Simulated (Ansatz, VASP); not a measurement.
## Two plane-wave programs on Mo

```
CELL_PARAMETERS angstrom
2.79005 0.00000 0.00000
-1.39503 2.41625 0.00000
0.00000 0.00000 2.49589
ATOMIC_POSITIONS crystal
Mo 0.00000 0.00000 0.50000
```

Change from the starting cell: strain +0.015 along x and y, -0.015 along z, atoms carried along.

Alike in both runs: task single point; functional r2SCAN; k mesh 24 × 24 × 24; occupations gaussian, width 0.15 eV; no spin polarisation.

```csv
,VASP,Ansatz
version,VASP 6.6.1,Ansatz 0.2.0
potentials or method,"VASP PAW PBE potentials, release 64 (Mo_sv), cutoff 520 eV","scalar-relativistic, plane waves, PAW"
valence electrons in the cell,14,14
```

Ansatz gave:

| Item | Value |
| --- | --- |
| gap on the k mesh at the Fermi level (eV) | none |
| pressure (GPa) | -3.3 |
| traceless stress, the component that is largest in VASP (GPa) | 4.24 |

Question: Estimate VASP's values.

Answer: gap on the k mesh at the Fermi level (eV): none; pressure (GPa): -2.3; traceless stress, the component that is largest in VASP (GPa): 4.64.

VASP's potentials were made for PBE, not for r2SCAN. A gap of «none» marks a metal or a gap that the smearing closes.
